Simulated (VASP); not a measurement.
# AlN in VASP: further runs, part 2 of 3

VASP 6.6.1. Earlier steps stand in the parts before.

## (3) Single point, LDA

This run uses another cell than the first one.

The input, INCAR:

```
  ALGO = Normal
  DIPOL = 0.5 0.5 0.341
  EDIFF = 1E-7
  ENCUT = 520
  IDIPOL = 3
  ISIF = 2
  ISMEAR = 0
  LASPH = T
  LCHARG = F
  LDIPOL = T
  LREAL = F
  LWAVE = F
  NBANDS = 26
  NELM = 100
  PREC = Accurate
  SIGMA = 0.05
```

The input, KPOINTS:

```
k-points
0
Gamma
  9 9 1
```

The input, POSCAR:

```
AlN
1.0
    3.0886572978      0.0000000000      0.0000000000
   -1.5443286489      2.6748556835      0.0000000000
    0.0000000000      0.0000000000     23.4417423460
N Al
4 4
Direct
    0.3333333333      0.6666666667      0.1706357804
    0.6666666667      0.3333333333      0.2760679086
    0.3333333333      0.6666666667      0.3837737194
    0.6666666667      0.3333333333      0.4878740814
    0.6666666667      0.3333333333      0.1955203112
    0.3333333333      0.6666666667      0.3009524394
    0.6666666667      0.3333333333      0.4041582755
    0.3333333333      0.6666666667      0.5094221312
```

Potentials or basis: VASP PAW LDA potentials, release 64 (N, Al).

On the command line:

```bash
$ cat potpaw_LDA.64/N/POTCAR potpaw_LDA.64/Al/POTCAR > POTCAR
$ mpirun -np 1 vasp_std > vasp.out
```

OUTCAR:

```text
EDIFF = 1E-7
   ENCUT = 520
   ISIF = 2
   ISMEAR = 0
   LASPH = T
   LREAL = F
   NELM = 100
   PREC = Accurate

 ion  position               nearest neighbor table
   1  0.333  0.667  0.171-   5 1.88   5 1.88   5 1.88
   2  0.667  0.333  0.276-   6 1.88   6 1.88   6 1.88   5 1.89
   3  0.333  0.667  0.384-   7 1.85   7 1.85   7 1.85   6 1.94
   4  0.667  0.333  0.488-   8 1.85   8 1.85   8 1.85   7 1.96
   5  0.667  0.333  0.196-   1 1.88   1 1.88   1 1.88   2 1.89   6 3.05   6 3.05   6 3.05
   6  0.333  0.667  0.301-   2 1.88   2 1.88   2 1.88   3 1.94   7 3.01   7 3.01   7 3.01   5 3.05
                             5 3.05   5 3.05
   7  0.667  0.333  0.404-   3 1.85   3 1.85   3 1.85   4 1.96   6 3.01   6 3.01   6 3.01   8 3.04
                             8 3.04   8 3.04
   8  0.333  0.667  0.509-   4 1.85   4 1.85   4 1.85   7 3.04   7 3.04   7 3.04

  LATTYP: Found a hexagonal cell.
 ALAT       =     3.0886572978
 C/A-ratio  =     7.5896223135

  Lattice vectors:

 A1 = (   3.0886572978,   0.0000000000,   0.0000000000)
 A2 = (  -1.5443286489,   2.6748556835,   0.0000000000)
 A3 = (   0.0000000000,   0.0000000000,  23.4417423460)

Analysis of symmetry for initial positions (statically):
=====================================================================
 Subroutine PRICEL returns:
 Original cell was already a primitive cell.

 Routine SETGRP: Setting up the symmetry group for a
 hexagonal supercell.

 Subroutine GETGRP returns: Found  6 space group operations
 (whereof  6 operations were pure point group operations)
 out of a pool of 24 trial point group operations.

The static configuration has the point symmetry C_3v.

Analysis of symmetry for dynamics (positions and initial velocities):
=====================================================================
 Subroutine PRICEL returns:
 Original cell was already a primitive cell.

 Routine SETGRP: Setting up the symmetry group for a
 hexagonal supercell.

[... 135 lines left out ...]
 Gauss-broadening in eV      SIGMA  =   0.05
  energy-cutoff  :      520.00
  volume of cell :      193.67
 maximum number of plane-waves:      5230
 NGX is ok and might be reduce to    24
   NGX = 11   NGY = 11   NGZ = 87

 dipolmoment           0.000000      0.000000      0.002936 electrons x Angstroem

 number of electron      32.0000001 magnetization

 dipolmoment           0.000000      0.000000     -0.174869 electrons x Angstroem

 Free energy of the ion-electron system (eV)
  ---------------------------------------------------
  ext. energy  EPLUGINS =         0.00000000
  ---------------------------------------------------
  free energy    TOTEN  =       -61.48576900 eV

  energy without entropy =      -61.47839823  energy(sigma->0) =      -61.48208361

 E-fermi :  -0.0860     XC(G=0):  -5.6202

 val. band max:       -0.1175945380   @ k =   0.2222   0.2222   0.0000
 cond. band min:      -0.0705016841   @ k =   0.1111  -0.0000   0.0000
 fundamental gap:      0.0470928540
 Fermi energy:        -0.0860440877

 k-point     1 :       0.0000    0.0000    0.0000
  band No.  band energies     occupation
      1     -18.0210      2.00000
      2     -16.8833      2.00000
      3     -15.5866      2.00000
      4     -13.1571      2.00000
      5      -8.3732      2.00000
      6      -6.2860      2.00000
[... 337 lines left out ...]
     25       7.9978      0.00000
     26       8.8501      0.00000

------------------------ aborting loop because EDIFF is reached ----------------------------------------

 vacuum level on the upper side and lower side of the slab       (xc-potential included)        -2.005         1.778

  FORCE on cell =-STRESS in cart. coord.  units (eV):
  Direction    XX          YY          ZZ          XY          YZ          ZX
  --------------------------------------------------------------------------------------
  -------------------------------------------------------------------------------------
  Total        0.2685491      0.2685491     -0.7227173      0.0000000      0.0000000      0.0000000
  in kB        2.2216434      2.2216434     -5.9788691      0.0000000      0.0000000      0.0000000
  external PRESSURE =      -0.5118608 kB  Pullay stress =       0.0000000 kB

 VOLUME and BASIS-vectors are now :
 -----------------------------------------------------------------------------
  energy-cutoff  :      520.00
  volume of cell :      193.67
      direct lattice vectors                 reciprocal lattice vectors
     3.088657298  0.000000000  0.000000000     0.323765282  0.186925973  0.000000000
    -1.544328649  2.674855684  0.000000000     0.000000000  0.373851945  0.000000000
     0.000000000  0.000000000 23.441742346     0.000000000  0.000000000  0.042658945

 POSITION                                       TOTAL-FORCE (eV/Angst)
 -----------------------------------------------------------------------------------
     -0.00000      1.78324      4.00000        -0.000000      0.000000      2.090104
      1.54433      0.89162      6.47151        -0.000000      0.000000      2.023261
     -0.00000      1.78324      8.99632        -0.000000      0.000000     -0.023218
      1.54433      0.89162     11.43662         0.000000      0.000000     -0.011666
      1.54433      0.89162      4.58334        -0.000000      0.000000     -2.733404
     -0.00000      1.78324      7.05485         0.000000     -0.000000     -1.400277
      1.54433      0.89162      9.47417         0.000000     -0.000000      0.020258
     -0.00000      1.78324     11.94174        -0.000000     -0.000000      0.034941
 -----------------------------------------------------------------------------------
    total drift:                               -0.000000     -0.000000      0.000670

  FREE ENERGIE OF THE ION-ELECTRON SYSTEM (eV)
  ---------------------------------------------------
  free  energy   TOTEN  =       -61.4857689995 eV

  energy  without entropy=      -61.4783982255  energy(sigma->0) =      -61.48208361

 vacuum level on the upper side and lower side of the slab         3.998         7.875
```

OSZICAR:

```text
N       E                     dE             d eps       ncg     rms          rms(c)
DAV:   1     0.199522544400E+03    0.19952E+03   -0.13057E+04   624   0.998E+02
DAV:   2    -0.456124099542E+02   -0.24513E+03   -0.22940E+03   948   0.229E+02
DAV:   3    -0.742227413562E+02   -0.28610E+02   -0.28272E+02   846   0.829E+01
[... 35 lines left out ...]
DAV:  39    -0.614857673338E+02   -0.94829E-06   -0.13156E-07   602   0.302E-03    0.363E-03
DAV:  40    -0.614857683881E+02   -0.10543E-05   -0.94409E-08   590   0.191E-03    0.577E-04
DAV:  41    -0.614857687022E+02   -0.31410E-06   -0.27056E-08   552   0.830E-04    0.457E-04
DAV:  42    -0.614857689397E+02   -0.23746E-06   -0.94845E-09   522   0.501E-04    0.128E-03
DAV:  43    -0.614857689995E+02   -0.59762E-07   -0.54371E-09   558   0.664E-04
   1 F= -.61485769E+02 E0= -.61482084E+02  d E =-.737077E-02
```

Wall time 5 min (1 thread of Intel Xeon 8259CL, shared host); peak memory 0.26 GiB.

Results:

* Free energy: -61.4858 eV
* Largest force: 2.733 eV/Å
* Band gap on the k mesh: zero (bands 16 and 17 overlap by 0.36 eV)

Forces on the atoms (eV/Å):
```
N    0.000  0.000  2.090
N    0.000  0.000  2.023
N    0.000  0.000 -0.023
N    0.000  0.000 -0.012
Al   0.000  0.000 -2.733
Al   0.000  0.000 -1.400
Al   0.000  0.000  0.020
Al   0.000  0.000  0.035
```

Levels at points of the mesh, in eV from the Fermi level:
| k point | band 14 | band 15 | band 16 | band 17 | band 18 | band 19 |
| --- | --- | --- | --- | --- | --- | --- |
| (0.00, 0.00, 0.00) | -1.15 | -0.58 | 0.12 | 0.12 | 2.66 | 3.51 |

## (4) Single point, LDA

This run uses another cell than the first one.

The input, INCAR:

```
SYSTEM = AlN
PREC     = Accurate       ! precision mode
ENCUT    = 520            ! plane-wave cutoff, eV
EDIFF    = 1E-6           ! SCF threshold, eV
ISMEAR   = 0              ! smearing method
SIGMA    = 0.05           ! smearing width, eV
LREAL    = .FALSE.        ! projectors in reciprocal space
LASPH    = .TRUE.         ! aspherical terms in the spheres
NELM     = 60             ! most SCF steps
ALGO     = Normal         ! electronic algorithm
ISIF     = 2              ! what is computed and relaxed
LWAVE    = .FALSE.        ! write WAVECAR
LCHARG   = .FALSE.        ! write CHGCAR
LDIPOL   = .TRUE.       
IDIPOL   = 3            
DIPOL    = 0.5 0.5 0.341
GGA      = CA             ! functional
NBANDS   = 26             ! bands
```

The input, KPOINTS:

```
regular mesh
0
G
  9 9 1
  0 0 0
```

POSCAR is that of step 3.

Potentials or basis: VASP PAW LDA potentials, release 64 (N, Al).

On the command line:

```bash
$ cat potpaw_LDA.64/N/POTCAR potpaw_LDA.64/Al/POTCAR > POTCAR
$ mpirun -np 1 vasp_std > vasp.out
```

OUTCAR:

```text
SYSTEM = AlN
   PREC = Accurate
   ENCUT = 520
   EDIFF = 1E-6
   ISMEAR = 0
   LREAL = .FALSE.
   LASPH = .TRUE.
   NELM = 60
   ISIF = 2
   GGA = CA

 ion  position               nearest neighbor table
   1  0.333  0.667  0.171-   5 1.88   5 1.88   5 1.88
   2  0.667  0.333  0.276-   6 1.88   6 1.88   6 1.88   5 1.89
   3  0.333  0.667  0.384-   7 1.85   7 1.85   7 1.85   6 1.94
   4  0.667  0.333  0.488-   8 1.85   8 1.85   8 1.85   7 1.96
   5  0.667  0.333  0.196-   1 1.88   1 1.88   1 1.88   2 1.89   6 3.05   6 3.05   6 3.05
   6  0.333  0.667  0.301-   2 1.88   2 1.88   2 1.88   3 1.94   7 3.01   7 3.01   7 3.01   5 3.05
                             5 3.05   5 3.05
   7  0.667  0.333  0.404-   3 1.85   3 1.85   3 1.85   4 1.96   6 3.01   6 3.01   6 3.01   8 3.04
                             8 3.04   8 3.04
   8  0.333  0.667  0.509-   4 1.85   4 1.85   4 1.85   7 3.04   7 3.04   7 3.04

  LATTYP: Found a hexagonal cell.
 ALAT       =     3.0886572978
 C/A-ratio  =     7.5896223135

  Lattice vectors:

 A1 = (   3.0886572978,   0.0000000000,   0.0000000000)
 A2 = (  -1.5443286489,   2.6748556835,   0.0000000000)
 A3 = (   0.0000000000,   0.0000000000,  23.4417423460)

Analysis of symmetry for initial positions (statically):
=====================================================================
 Subroutine PRICEL returns:
 Original cell was already a primitive cell.

 Routine SETGRP: Setting up the symmetry group for a
 hexagonal supercell.

 Subroutine GETGRP returns: Found  6 space group operations
 (whereof  6 operations were pure point group operations)
 out of a pool of 24 trial point group operations.

The static configuration has the point symmetry C_3v.

Analysis of symmetry for dynamics (positions and initial velocities):
=====================================================================
 Subroutine PRICEL returns:
[... 137 lines left out ...]
   LEPSILON=     F    determine dielectric tensor
   LRPA    =     F    only Hartree local field effects (RPA)
 non-spin polarized calculation
 Gauss-broadening in eV      SIGMA  =   0.05
  energy-cutoff  :      520.00
  volume of cell :      193.67
 maximum number of plane-waves:      5230
 NGX is ok and might be reduce to    24
   NGX = 11   NGY = 11   NGZ = 87

 dipolmoment           0.000000      0.000000      0.002936 electrons x Angstroem

 number of electron      32.0000001 magnetization

 dipolmoment           0.000000      0.000000     -0.174894 electrons x Angstroem

 Free energy of the ion-electron system (eV)
  ---------------------------------------------------
  ext. energy  EPLUGINS =         0.00000000
  ---------------------------------------------------
  free energy    TOTEN  =       -61.48576722 eV

  energy without entropy =      -61.47837619  energy(sigma->0) =      -61.48207171

 E-fermi :  -0.0858     XC(G=0):  -5.6333

 val. band max:       -0.1172459517   @ k =   0.2222   0.2222   0.0000
 cond. band min:      -0.0700645290   @ k =   0.1111  -0.0000   0.0000
 fundamental gap:      0.0471814227
 Fermi energy:        -0.0858317243

 k-point     1 :       0.0000    0.0000    0.0000
  band No.  band energies     occupation
      1     -18.0210      2.00000
      2     -16.8832      2.00000
      3     -15.5863      2.00000
      4     -13.1567      2.00000
      5      -8.3732      2.00000
      6      -6.2859      2.00000
[... 337 lines left out ...]
     25       7.9980      0.00000
     26       8.8501      0.00000

------------------------ aborting loop because EDIFF is reached ----------------------------------------

 vacuum level on the upper side and lower side of the slab       (xc-potential included)        -2.102         1.640

  FORCE on cell =-STRESS in cart. coord.  units (eV):
  Direction    XX          YY          ZZ          XY          YZ          ZX
  --------------------------------------------------------------------------------------
  -------------------------------------------------------------------------------------
  Total        0.2645341      0.2645341     -0.7316541      0.0000000      0.0000000      0.0000000
  in kB        2.1884279      2.1884279     -6.0528016      0.0000000      0.0000000      0.0000000
  external PRESSURE =      -0.5586486 kB  Pullay stress =       0.0000000 kB

 VOLUME and BASIS-vectors are now :
 -----------------------------------------------------------------------------
  energy-cutoff  :      520.00
  volume of cell :      193.67
      direct lattice vectors                 reciprocal lattice vectors
     3.088657298  0.000000000  0.000000000     0.323765282  0.186925973  0.000000000
    -1.544328649  2.674855684  0.000000000     0.000000000  0.373851945  0.000000000
     0.000000000  0.000000000 23.441742346     0.000000000  0.000000000  0.042658945

 POSITION                                       TOTAL-FORCE (eV/Angst)
 -----------------------------------------------------------------------------------
     -0.00000      1.78324      4.00000         0.000000      0.000000      2.087988
      1.54433      0.89162      6.47151         0.000000     -0.000000      2.023077
     -0.00000      1.78324      8.99632         0.000000     -0.000000     -0.023224
      1.54433      0.89162     11.43662        -0.000000      0.000000     -0.013734
      1.54433      0.89162      4.58334        -0.000000     -0.000000     -2.731663
     -0.00000      1.78324      7.05485        -0.000000      0.000000     -1.400053
      1.54433      0.89162      9.47417         0.000000      0.000000      0.020671
     -0.00000      1.78324     11.94174        -0.000000     -0.000000      0.036938
 -----------------------------------------------------------------------------------
    total drift:                               -0.000000     -0.000000      0.001645

  FREE ENERGIE OF THE ION-ELECTRON SYSTEM (eV)
  ---------------------------------------------------
  free  energy   TOTEN  =       -61.4857672230 eV

  energy  without entropy=      -61.4783761910  energy(sigma->0) =      -61.48207171

 vacuum level on the upper side and lower side of the slab         3.938         7.775
```

It took 4.5 min on 1 thread of Intel Xeon 8259CL, shared host; peak memory 0.26 GiB.

What came out:

```yaml
Free_energy: -61.4858 eV
Largest_force: 2.732 eV/Å
Band_gap_on_the_k_mesh: zero (bands 16 and 17 overlap by 0.36 eV)
```

Forces on the atoms (eV/Å):
```
N    0.000  0.000  2.088
N    0.000  0.000  2.023
N    0.000  0.000 -0.023
N    0.000  0.000 -0.014
Al   0.000  0.000 -2.732
Al   0.000  0.000 -1.400
Al   0.000  0.000  0.021
Al   0.000  0.000  0.037
```

Levels at points of the mesh, in eV from the Fermi level:
```
           k point  band 12  band 13  band 14  band 15  band 16  band 17  band 18  band 19  band 20  band 21
(0.00, 0.00, 0.00)    -2.01    -2.01    -1.15    -0.58     0.12     0.12     2.66     3.51     4.25     4.83
```

(Part 2 of 3 ends here.)
